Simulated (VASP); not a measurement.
Set up this calculation in VASP 6.6.1, as the native input.

* Task: single point
* Functional: r2SCAN
* Potentials or basis: VASP PAW PBE potentials, release 64 (K_sv, Cl)
* Cutoff: 520 eV
* k mesh: 8 × 8 × 8
* Occupations: gaussian, width 0.01 eV
* Spin: no spin polarisation
* Dipole correction: no
* Further INCAR settings: ALGO = Normal; EDIFF = 1e-07; NBANDS = 15

KCl:

```
K Cl
1.0
     0.00000    3.14485    3.14485
     3.14485    0.00000    3.14485
     3.14485    3.14485    0.00000
K Cl
1 1
Direct
  0.00000 0.00000 0.00000
  0.50000 0.50000 0.50000
```

The input as run:

POSCAR

```
KCl
1.0
    0.0000000000      3.1448471213      3.1448471213
    3.1448471213      0.0000000000      3.1448471213
    3.1448471213      3.1448471213      0.0000000000
K Cl
1 1
Direct
    0.0000000000      0.0000000000      0.0000000000
    0.5000000000      0.5000000000      0.5000000000
```

INCAR.step1

```
SYSTEM = KCl
PREC     = Accurate       ! precision mode
ENCUT    = 520            ! plane-wave cutoff, eV
ISMEAR   = 0              ! smearing method
SIGMA    = 0.01           ! smearing width, eV
LREAL    = .False.        ! projectors in reciprocal space
LASPH    = .True.         ! aspherical terms in the spheres
NELM     = 60             ! most SCF steps
NBANDS   = 15             ! bands
GGA      = PE             ! functional
ALGO     = Normal         ! electronic algorithm
EDIFF    = 1E-4           ! SCF threshold, eV
LWAVE    = .True.         ! write WAVECAR
LCHARG   = .False.        ! write CHGCAR
```

INCAR.step2

```
SYSTEM = KCl
PREC     = Accurate       ! precision mode
ENCUT    = 520            ! plane-wave cutoff, eV
EDIFF    = 1E-7           ! SCF threshold, eV
ISMEAR   = 0              ! smearing method
SIGMA    = 0.01           ! smearing width, eV
LREAL    = .False.        ! projectors in reciprocal space
LASPH    = .True.         ! aspherical terms in the spheres
NELM     = 60             ! most SCF steps
ALGO     = Normal         ! electronic algorithm
ISIF     = 2              ! what is computed and relaxed
LWAVE    = .False.        ! write WAVECAR
LCHARG   = .False.        ! write CHGCAR
METAGGA  = R2SCAN         ! meta-GGA
LMIXTAU  = .True.       
NBANDS   = 15             ! bands
ISTART   = 1
```

KPOINTS

```
Automatic mesh
0
Gamma
  8 8 8
  0 0 0
```

Potentials or basis: VASP PAW PBE potentials, release 64 (K_sv, Cl).

The run is started by

```bash
$ cat potpaw_PBE.64/K_sv/POTCAR potpaw_PBE.64/Cl/POTCAR > POTCAR
$ cp INCAR.step1 INCAR
$ mpirun -np 1 vasp_std > vasp.out
$ cp INCAR.step2 INCAR
$ mpirun -np 1 vasp_std > vasp.out
```

It gave:

```yaml
Pressure: 0.0 GPa
Band_gap_on_the_k_mesh: 5.84 eV
```

Caveat: the PAW data sets were made with another functional, which shifts forces and pressure a little.

Run time: 100 s on 1 thread of Intel(R) Xeon(R) Platinum 8488C (Sapphire Rapids), with other jobs on the host, peak memory 0.22 GiB.
